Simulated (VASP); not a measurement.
# Si2Ni (Fm-3m) in VASP: notebook

Si2Ni is run at these levels: PBEsol; tasks: single point.

Everything below comes from runs of VASP 6.6.1. Logs are shortened: lines on timing, memory, paths and dates and some standing lists are left out, and cuts for length are marked.

## 1. The cell of the first run

The structure is cubic, space group Fm-3m (No. 225). The conventional cell has a = 5.391 Å, b = 5.391 Å, c = 5.391 Å, α = 90.00°, β = 90.00°, γ = 90.00°. Within 3.1 Å of Si (site symmetry -43m) lie 4 Ni at 2.33 Å and 6 Si at 2.70 Å. Within 3.1 Å of Ni (site symmetry m-3m) lie 8 Si at 2.33 Å.

## 2. Single point, PBEsol

Contents of INCAR:

```
PREC     = Accurate       # precision mode
ENCUT    = 520            # plane-wave cutoff, eV
EDIFF    = 1E-6           # SCF threshold, eV
ISMEAR   = 0              # smearing method
SIGMA    = 0.1            # smearing width, eV
LREAL    = False          # projectors in reciprocal space
LASPH    = True           # aspherical terms in the spheres
NELM     = 80             # most SCF steps
ALGO     = Normal         # electronic algorithm
ISIF     = 2              # what is computed and relaxed
LWAVE    = False          # write WAVECAR
LCHARG   = False          # write CHGCAR
GGA      = PS             # functional
NBANDS   = 16             # bands
ISYM     = 0
```

Contents of KPOINTS:

```
Automatic mesh
0
Gamma
  9 9 11
```

Contents of POSCAR:

```
Si2Ni
1.0
    3.8123023511      0.0000000000      0.0000000000
   -1.9061511756      3.3015506830      0.0000000000
    1.9061511756      1.1005168943      3.1127318352
Si Ni
2 1
Direct
    0.5000000000      0.7500000000      0.7500000000
    0.5000000000      0.2500000000      0.2500000000
    0.0000000000      0.0000000000      0.0000000000
```

Potentials or basis: VASP PAW PBE potentials, release 64 (Si, Ni).

The run is started by

```sh
$ cat potpaw_PBE.64/Si/POTCAR potpaw_PBE.64/Ni/POTCAR > POTCAR
$ mpirun -np 1 vasp_std > vasp.out
```

OUTCAR:

```text
PREC = Accurate
   ENCUT = 520
   EDIFF = 1E-6
   ISMEAR = 0
   LREAL = False
   LASPH = True
   NELM = 80
   ISIF = 2
   GGA = PS
   ISYM = 0

 ion  position               nearest neighbor table
   1  0.500  0.750  0.750-   3 2.33   3 2.33   3 2.33   3 2.33   2 2.70   2 2.70   2 2.70   2 2.70
                             2 2.70   2 2.70
   2  0.500  0.250  0.250-   3 2.33   3 2.33   3 2.33   3 2.33   1 2.70   1 2.70   1 2.70   1 2.70
                             1 2.70   1 2.70
   3  0.000  0.000  0.000-   1 2.33   2 2.33   1 2.33   2 2.33   1 2.33   2 2.33   1 2.33   2 2.33

IMPORTANT INFORMATION: All symmetrisations will be switched off!
NOSYMM: (Re-)initialisation of all symmetry stuff for point group C_1.

----------------------------------------------------------------------------------------

                                     Primitive cell

  volume of cell :      39.1784

  direct lattice vectors                    reciprocal lattice vectors
     3.812302351  0.000000000  0.000000000     0.262308681  0.151443987 -0.214174141
    -1.906151176  3.301550683  0.000000000     0.000000000  0.302887975 -0.107087070
     1.906151176  1.100516894  3.112731835     0.000000000  0.000000000  0.321261211

  length of vectors
     3.812302351  3.812302351  3.812302351     0.370960494  0.321261211  0.321261211

  position of ions in fractional coordinates (direct lattice)
     0.500000000  0.750000000  0.750000000
     0.500000000  0.250000000  0.250000000
     0.000000000  0.000000000  0.000000000

  ion indices of the primitive-cell ions
   primitive index   ion index
                 1           1
                 2           2
                 3           3

----------------------------------------------------------------------------------------

 KPOINTS: Automatic mesh

Automatic generation of k-mesh.
 Grid dimensions read from file:
 generate k-points for:    9    9   11

 Generating k-lattice:

  Cartesian coordinates                     Fractional coordinates (reciprocal lattice)
     0.029145409  0.016827110 -0.023797127     0.111111111  0.000000000  0.000000000
     0.000000000  0.033654219 -0.011898563     0.000000000  0.111111111  0.000000000
     0.000000000  0.000000000  0.029205565     0.000000000  0.000000000  0.090909091

  Length of vectors
     0.041217833  0.035695690  0.029205565

  Shift w.r.t. Gamma in fractional coordinates (k-lattice)
     0.000000000  0.000000000  0.000000000
[... 72 lines left out ...]
   NELM   =     80;   NELMIN=  2; NELMDL= -5     # of ELM steps
   EDIFF  = 0.1E-05   stopping-criterion for ELM
   LREAL  =      F    real-space projection
   EDIFFG = 0.1E-04   stopping-criterion for IOM
   NSW    =      0    number of steps for IOM
   IBRION =     -1    ionic relax: 0-MD 1-quasi-New 2-CG
   NFREE  =      0    steps in history (QN), initial steepest desc. (CG)
   ISIF   =      2    stress and relaxation
   ISYM   =      0    0-nonsym 1-usesym 2-fastsym
   POTIM  = 0.5000    time-step for ionic-motion
   TEBEG  =    0.0;   TEEND  =   0.0 temperature during run
   PSTRESS=    0.0 pullay stress
   NELECT =      18.0000    total number of electrons
   NUPDOWN=      -1.0000    fix difference up-down
   EMIN   =  10.00;   EMAX   =-10.00  energy-range for DOS
   EFERMI =   0.00;   METHOD = LEGACY
   ISMEAR =     0;   SIGMA  =   0.10  broadening in eV -4-tet -1-fermi 0-gaus
   EFERMI_NEDOS =   21; number of points for ismear=-14 and -15
   IALGO  =     38    algorithm
   IMIX   =      4    mixing-type and parameters
     AMIX     =   0.40;   BMIX     =  1.00
     AMIX_MAG =   1.60;   BMIX_MAG =  1.00
  volume/ion in A,a.u.               =      13.06        88.13
  Fermi-wavevector in a.u.,A,eV,Ry     =   1.263233  2.387163 21.711587  1.595757
  Thomas-Fermi vector in A             =   2.396600
   LORBIT       =      0    0 simple, 1 ext, 2 COOP (PROOUT), +10 PAW based schemes
   GGA     = PS    functional components
   LHFCALC =     F    Hartree Fock is set to
   AEXX    =    0.0000 exact exchange contribution
   IVDW    =     0    specifies the selected vdW correction
   LEPSILON=     F    determine dielectric tensor
   LRPA    =     F    only Hartree local field effects (RPA)
 non-spin polarized calculation
 Gauss-broadening in eV      SIGMA  =   0.10
  energy-cutoff  :      520.00
  volume of cell :       39.18
 maximum number of plane-waves:      1069
   NGX = 15   NGY = 15   NGZ = 15

 number of electron      17.9999996 magnetization

 Free energy of the ion-electron system (eV)
  ---------------------------------------------------
  ext. energy  EPLUGINS =         0.00000000
  ---------------------------------------------------
  free energy    TOTEN  =       -18.98255467 eV

  energy without entropy =      -18.97732329  energy(sigma->0) =      -18.97993898

 E-fermi :  10.4984     XC(G=0): -11.7353

 val. band max:       10.4903131845   @ k =   0.2222  -0.2222   0.0909
 cond. band min:      10.5045268965   @ k =  -0.4444  -0.0000   0.1818
 fundamental gap:      0.0142137120
 Fermi energy:        10.4983593331

 k-point     1 :       0.0000    0.0000    0.0000
  band No.  band energies     occupation
      1      -3.4483      2.00000
      2       5.2105      2.00000
      3       5.2123      2.00000
      4       5.2125      2.00000
      5       6.9138      2.00000
      6       6.9157      2.00000
[... 433 lines left out ...]
      3       5.5572      2.00000
      4       5.5583      2.00000
      5       6.8903      2.00000
      6       6.8912      2.00000
[... 8 lines left out ...]
     15      17.2403      0.00000
     16      17.9336      0.00000

 [... further k-points ...]

------------------------ aborting loop because EDIFF is reached ----------------------------------------

  FORCE on cell =-STRESS in cart. coord.  units (eV):
  Direction    XX          YY          ZZ          XY          YZ          ZX
  --------------------------------------------------------------------------------------
  -------------------------------------------------------------------------------------
  Total        0.0472191      0.0818197     -0.0372252     -0.0299981      0.0136693      0.0236702
  in kB        1.9309974      3.3459644     -1.5222993     -1.2267527      0.5589977      0.9679801
  external PRESSURE =       1.2515542 kB  Pullay stress =       0.0000000 kB

 VOLUME and BASIS-vectors are now :
 -----------------------------------------------------------------------------
  energy-cutoff  :      520.00
  volume of cell :       39.18
      direct lattice vectors                 reciprocal lattice vectors
     3.812302351  0.000000000  0.000000000     0.262308681  0.151443987 -0.214174141
    -1.906151176  3.301550683  0.000000000     0.000000000  0.302887975 -0.107087070
     1.906151176  1.100516894  3.112731835     0.000000000  0.000000000  0.321261211

 POSITION                                       TOTAL-FORCE (eV/Angst)
 -----------------------------------------------------------------------------------
      1.90615      3.30155      2.33455         0.000519      0.000301      0.003095
      1.90615      1.10052      0.77818        -0.000519     -0.000301     -0.003095
      0.00000      0.00000      0.00000        -0.000000     -0.000000     -0.000000
 -----------------------------------------------------------------------------------
    total drift:                               -0.000000     -0.000000     -0.000000

  FREE ENERGIE OF THE ION-ELECTRON SYSTEM (eV)
  ---------------------------------------------------
  free  energy   TOTEN  =       -18.9825546656 eV

  energy  without entropy=      -18.9773232874  energy(sigma->0) =      -18.97993898
```

stdout:

```text
POSCAR found type information on POSCAR SiNi
 POSCAR found :  2 types and       3 ions
 scaLAPACK will be used
 -----------------------------------------------------------------------------
|                                                                             |
|                                                                             |
|     You enforced a specific xc type in the INCAR file but a different       |
[... 22 lines left out ...]
 -----------------------------------------------------------------------------

 POSCAR, INCAR and KPOINTS ok, starting setup
 FFT: planning ... GRIDC
 FFT: planning ... GRID_SOFT
 FFT: planning ... GRID
 WAVECAR not read
 entering main loop
```

Run time: 5.2 min. Hardware: 1 thread of Intel Xeon 8259CL, shared host; peak memory 0.37 GiB.

Results:

| Property | Result |
| --- | --- |
| Free energy | -18.9826 eV |
| Pressure | 0.1 GPa |
| Band gap on the k mesh | zero (bands 9 and 10 overlap by 2.13 eV) |

Levels at points of the mesh, in eV from the Fermi level:
```csv
k point,band 6,band 7,band 8,band 9,band 10,band 11,band 12,band 13
"(0.00, 0.00, 0.00)",-3.58,-0.22,1.71,1.71,1.71,2.22,2.22,2.22
```

Caveat: the PAW data sets were made with another functional, which shifts forces and pressure a little.

## 3. Single point, PBEsol

Contents of INCAR:

```
  PREC = Accurate
  ENCUT = 520
  EDIFF = 1E-6
  ISMEAR = 0
  SIGMA = 0.15
  LREAL = False
  LASPH = True
  NELM = 80
  ALGO = Normal
  ISIF = 2
  LWAVE = False
  LCHARG = True
  GGA = PS
  LELF = True
  LVHAR = True
  NBANDS = 16
```

Contents of KPOINTS:

```
regular mesh
0
Gamma
  12 12 12
```

Contents of POSCAR:

```
Si2Ni
1.0
    0.0000000000      2.6957048548      2.6957048548
    2.6957048548      0.0000000000      2.6957048548
    2.6957048548      2.6957048548      0.0000000000
Si Ni
2 1
Direct
    0.2500000000      0.2500000000      0.2500000000
    0.7500000000      0.7500000000      0.7500000000
    0.0000000000      0.0000000000      0.0000000000
```

Potentials or basis: VASP PAW PBE potentials, release 64 (Si, Ni).

The run is started by

```sh
$ cat potpaw_PBE.64/Si/POTCAR potpaw_PBE.64/Ni/POTCAR > POTCAR
$ mpirun -np 1 vasp_std > vasp.out
```

OUTCAR:

```text
PREC = Accurate
   ENCUT = 520
   EDIFF = 1E-6
   ISMEAR = 0
   LREAL = False
   LASPH = True
   NELM = 80
   ISIF = 2
   GGA = PS

 ion  position               nearest neighbor table
   1  0.250  0.250  0.250-   3 2.33   3 2.33   3 2.33   3 2.33   2 2.70   2 2.70   2 2.70   2 2.70
                             2 2.70   2 2.70
   2  0.750  0.750  0.750-   3 2.33   3 2.33   3 2.33   3 2.33   1 2.70   1 2.70   1 2.70   1 2.70
                             1 2.70   1 2.70
   3  0.000  0.000  0.000-   2 2.33   2 2.33   2 2.33   1 2.33   2 2.33   1 2.33   1 2.33   1 2.33

  LATTYP: Found a face centered cubic cell.
 ALAT       =     5.3914097096

  Lattice vectors:

 A1 = (   0.0000000000,   2.6957048548,   2.6957048548)
 A2 = (   2.6957048548,   0.0000000000,   2.6957048548)
 A3 = (   2.6957048548,   2.6957048548,   0.0000000000)

Analysis of symmetry for initial positions (statically):
=====================================================================
 Subroutine PRICEL returns:
 Original cell was already a primitive cell.

 Routine SETGRP: Setting up the symmetry group for a
 face centered cubic supercell.

 Subroutine GETGRP returns: Found 48 space group operations
 (whereof 48 operations were pure point group operations)
 out of a pool of 48 trial point group operations.

The static configuration has the point symmetry O_h .

Analysis of symmetry for dynamics (positions and initial velocities):
=====================================================================
 Subroutine PRICEL returns:
 Original cell was already a primitive cell.

 Routine SETGRP: Setting up the symmetry group for a
 face centered cubic supercell.

 Subroutine GETGRP returns: Found 48 space group operations
 (whereof 48 operations were pure point group operations)
 out of a pool of 48 trial point group operations.

The dynamic configuration has the point symmetry O_h .

 Subroutine INISYM returns: Found 48 space group operations
[... 117 lines left out ...]
   IMIX   =      4    mixing-type and parameters
     AMIX     =   0.40;   BMIX     =  1.00
     AMIX_MAG =   1.60;   BMIX_MAG =  1.00
  volume/ion in A,a.u.               =      13.06        88.13
  Fermi-wavevector in a.u.,A,eV,Ry     =   1.263233  2.387163 21.711587  1.595757
  Thomas-Fermi vector in A             =   2.396600
   LORBIT       =      0    0 simple, 1 ext, 2 COOP (PROOUT), +10 PAW based schemes
   GGA     = PS    functional components
   LHFCALC =     F    Hartree Fock is set to
   AEXX    =    0.0000 exact exchange contribution
   IVDW    =     0    specifies the selected vdW correction
   LEPSILON=     F    determine dielectric tensor
   LRPA    =     F    only Hartree local field effects (RPA)
 non-spin polarized calculation
 Gauss-broadening in eV      SIGMA  =   0.15
  energy-cutoff  :      520.00
  volume of cell :       39.18
 maximum number of plane-waves:      1067
   NGX = 15   NGY = 15   NGZ = 15

 number of electron      17.9999996 magnetization

 Free energy of the ion-electron system (eV)
  ---------------------------------------------------
  ext. energy  EPLUGINS =         0.00000000
  ---------------------------------------------------
  free energy    TOTEN  =       -18.98492800 eV

  energy without entropy =      -18.97445363  energy(sigma->0) =      -18.97969082

 E-fermi :  10.4724     XC(G=0): -11.7356

 val. band max:       10.4535187585   @ k =  -0.4167   0.4167   0.0000
 cond. band min:      10.4768611713   @ k =   0.4167   0.3333   0.0833
 fundamental gap:      0.0233424128
 Fermi energy:        10.4723911807

 k-point     1 :       0.0000    0.0000    0.0000
  band No.  band energies     occupation
      1      -3.4489      2.00000
      2       5.2106      2.00000
      3       5.2106      2.00000
      4       5.2106      2.00000
      5       6.9135      2.00000
      6       6.9135      2.00000
[... 433 lines left out ...]
      3       4.9736      2.00000
      4       5.7917      2.00000
      5       6.2121      2.00000
      6       6.8415      2.00000
[... 8 lines left out ...]
     15      18.5065      0.00000
     16      18.8990      0.00000

 [... further k-points ...]

------------------------ aborting loop because EDIFF is reached ----------------------------------------

  FORCE on cell =-STRESS in cart. coord.  units (eV):
  Direction    XX          YY          ZZ          XY          YZ          ZX
  --------------------------------------------------------------------------------------
  -------------------------------------------------------------------------------------
  Total       -0.0416133     -0.0416133     -0.0416133      0.0000000     -0.0000000      0.0000000
  in kB       -1.7017512     -1.7017512     -1.7017512      0.0000000     -0.0000000      0.0000000
  external PRESSURE =      -1.7017512 kB  Pullay stress =       0.0000000 kB

 VOLUME and BASIS-vectors are now :
 -----------------------------------------------------------------------------
  energy-cutoff  :      520.00
  volume of cell :       39.18
      direct lattice vectors                 reciprocal lattice vectors
     0.000000000  2.695704855  2.695704855    -0.185480246  0.185480246  0.185480246
     2.695704855  0.000000000  2.695704855     0.185480246 -0.185480246  0.185480246
     2.695704855  2.695704855  0.000000000     0.185480246  0.185480246 -0.185480246

 POSITION                                       TOTAL-FORCE (eV/Angst)
 -----------------------------------------------------------------------------------
      1.34785      1.34785      1.34785         0.000000     -0.000000      0.000000
      4.04356      4.04356      4.04356        -0.000000      0.000000     -0.000000
      0.00000      0.00000      0.00000        -0.000000      0.000000      0.000000
 -----------------------------------------------------------------------------------
    total drift:                               -0.000000     -0.000000      0.000000

  FREE ENERGIE OF THE ION-ELECTRON SYSTEM (eV)
  ---------------------------------------------------
  free  energy   TOTEN  =       -18.9849280022 eV

  energy  without entropy=      -18.9744536324  energy(sigma->0) =      -18.97969082
```

Run time: 70 s. Hardware: 1 thread of AMD EPYC 7R13, shared host; peak memory 0.15 GiB.

Results:

- Free energy: -18.9849 eV
- Pressure: -0.2 GPa
- Band gap on the k mesh: zero (bands 9 and 10 overlap by 2.13 eV)

Levels at points of the mesh, in eV from the Fermi level:
| k point | band 7 | band 8 | band 9 | band 10 | band 11 | band 12 |
| --- | --- | --- | --- | --- | --- | --- |
| (0.00, 0.00, 0.00) | -0.20 | 1.73 | 1.73 | 1.73 | 2.25 | 2.25 |
| (0.50, 0.00, 0.00) | -3.38 | -1.45 | -1.45 | 1.77 | 1.82 | 1.82 |
| (0.50, 0.50, 0.00) | -3.66 | -3.49 | -3.15 | -0.40 | 1.34 | 7.77 |

Caveat: the PAW data sets were made with another functional, which shifts forces and pressure a little. Spin polarisation is off, so any magnetic state and its effect on volume and gap are missing.
